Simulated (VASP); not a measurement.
Runs of VASP 6.6.1 on BAs. The structure is that of space group P6_3/mmc (No. 194), or close to it. The cells are those of the table. 

| level | potentials or basis | cell | k mesh | cutoff (eV) | second run | gap on the mesh (eV) | pressure (GPa) |
| --- | --- | --- | --- | --- | --- | --- | --- |
| r2SCAN | VASP PAW PBE potentials, release 64 (B, As) | a = 3.297, b = 3.297, c = 8.566 Å, angles 90.0, 90.0, 120.0°, 4 atoms | 9 × 9 × 4 | 520 | - | 0.90 | (a) |
| PBE | VASP PAW PBE potentials, release 64 (B, As_d) | a = 3.451, b = 3.451, c = 10.192 Å, angles 90.0, 90.0, 120.0°, 4 atoms | 9 × 9 × 2 | 600 | valence_matched | (b) | -3.8 |
| PBE | VASP PAW PBE potentials, release 64 (B, As_d) | a = 3.418, b = 3.418, c = 10.095 Å, angles 90.0, 90.0, 120.0°, 4 atoms | 9 × 9 × 2 | 600 | valence_matched | 0.78 | -2.1 |
| r2SCAN | VASP PAW PBE potentials, release 64 (B, As_d) | a = 3.366, b = 3.366, c = 8.745 Å, angles 90.0, 90.0, 120.0°, 4 atoms | 9 × 9 × 4 | 660 | valence_matched | 0.97 | 0.1 |
| PBE | VASP PAW PBE potentials, release 64 (B, As) | a = 3.451, b = 3.451, c = 10.192 Å, angles 90.0, 90.0, 120.0°, 4 atoms | 9 × 9 × 2 | 520 | - | 0.78 | (c) |

Alike in all rows: task single point; no spin polarisation; smearing gaussian 0.01 eV.

**Question.** Estimate the missing entries.

**Answer.** (a) 6.4; (b) 0.79; (c) -3.4.

Caveats: this functional lacks dispersion, which binds the layers, so the pressure and a relaxed spacing across them are unreliable (some runs); the PAW data sets were made with another functional, which shifts forces and pressure a little (some runs).

A k mesh can miss the band edges, and the runs leave out spin-orbit coupling on As.

The runs don't all hold the same shells in valence.
